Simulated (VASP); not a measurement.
Set up this calculation in VASP 6.6.1, as the native input.

* Task: single point
* Functional: PBEsol
* Potentials or basis: VASP PAW PBE potentials, release 64 (N, B)
* Cutoff: 520 eV
* k mesh: 12 × 12 × 12
* Occupations: fermi-dirac, width 0.05 eV
* Spin: no spin polarisation
* Dipole correction: no
* Further INCAR settings: ALGO = Normal; EDIFF = 1e-07; NBANDS = 11

The structure of BN lies in POSCAR:

```
BN
1.0
    1.2520657900      0.7228805209      3.4915451769
   -1.2520657900      0.7228805209      3.4915451769
    0.0000000000     -1.4457610418      3.4915451769
N B
1 1
Direct
    0.6671870342      0.6671870342      0.6671870342
    0.0003799658      0.0003799658      0.0003799658
```

These files were run (other wordings do the same):

INCAR

```
  PREC = Accurate
  ENCUT = 520
  EDIFF = 1E-7
  ISMEAR = -1
  SIGMA = 0.05
  LREAL = False
  LASPH = True
  NELM = 60
  ALGO = Normal
  ISIF = 2
  LWAVE = False
  LCHARG = False
  GGA = PS
  NBANDS = 11
```

KPOINTS

```
Automatic mesh
0
Gamma
  12 12 12
```

Potentials or basis: VASP PAW PBE potentials, release 64 (N, B).

Launch:

```bash
$ cat potpaw_PBE.64/N/POTCAR potpaw_PBE.64/B/POTCAR > POTCAR
$ mpirun -np 1 vasp_std > vasp.out
```

Results of the run:

```yaml
Pressure: 0.3 GPa
Band_gap_on_the_k_mesh: 4.24 eV, indirect (least direct gap 4.63 eV)
```

Caveat: the PAW data sets were made with another functional, which shifts forces and pressure a little.

Wall time 32 s on 1 thread of Intel(R) Xeon(R) Platinum 8488C (Sapphire Rapids), on a shared host, peak memory 0.17 GiB.
